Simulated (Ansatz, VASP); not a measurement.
# Two plane-wave programs on RuAu

Contents of INCAR:

```
  AGGAC = 1.0
  AGGAX = 1.0
  ALDAC = 0.0
  ALDAX = 1.0
  ALGO = Normal
  EDIFF = 1E-6
  ENCUT = 500
  GGA = B5
  GGA_COMPAT = F
  ISIF = 2
  ISMEAR = -1
  LASPH = T
  LCHARG = F
  LREAL = F
  LWAVE = F
  NBANDS = 20
  NELM = 120
  PREC = Accurate
  SIGMA = 0.05
```

KPOINTS

```
k-points
0
Gamma
  5 5 5
```

Contents of POSCAR:

```
RuAu
1.0
    3.1648100000      0.0000000000      0.0000000000
    0.0000000000      3.1648100000      0.0000000000
    0.0000000000      0.0000000000      3.1648100000
Ru Au
1 1
Direct
    0.0000000000      0.0000000000      0.0000000000
    0.5000000000      0.5000000000      0.5000000000
```

Contents of input.yaml:

```yaml
crystal:
  lattice:
    - [3.16481, 0.0, 0.0]
    - [0.0, 3.16481, 0.0]
    - [0.0, 0.0, 3.16481]
  atoms:
    - { symbol: Ru, position: [0.0, 0.0, 0.0] }
    - { symbol: Au, position: [0.5, 0.5, 0.5] }
hamiltonian:
  xc: blyp
  pseudopotentials: { kind: paw }
kpoints:
  mp_grid: { grid: [5, 5, 5] }
scf:
  occupations: { method: fermi_dirac, width: 0.05 }
  n_extra_bands: 6
output:
  forces: true
  stress: true
  eigenvalues: true
  dos: { projected: true, de: 0.05, nscf_kmesh: { grid: [8, 8, 8] } }
  write_density: true
  write_potential: true
  elf: true
  volumetric_format: npy
```

Alike in both runs: functional BLYP; k mesh 5 × 5 × 5; occupations fermi-dirac, width 0.05 eV; no spin polarisation.

```csv
,VASP,Ansatz
version,VASP 6.6.1,Ansatz 0.2.0
potentials or method,"VASP PAW PBE potentials, release 64 (Ru_pv, Au)",Ansatz PAW
plane-wave cutoff (eV),500,420
valence electrons in the cell,25,35
task,single point,projected density of states
```

```csv
,VASP,Ansatz,Ansatz less VASP
gap on the k mesh at the Fermi level (eV),none,none,-
pressure (GPa),12.4,11.6,-0.76
```

VASP's potentials were made for PBE, not for BLYP. A gap of «none» marks a metal or a gap that the smearing closes. With one functional, cell and mesh, what is left measures potentials, basis and numerics. VASP's potentials hold 25 valence electrons a cell and Ansatz's 35, so a difference there can come from the potentials and not from the codes.

The k mesh is coarse, so the values compare programs but aren't converged. Spin-orbit coupling is off throughout.
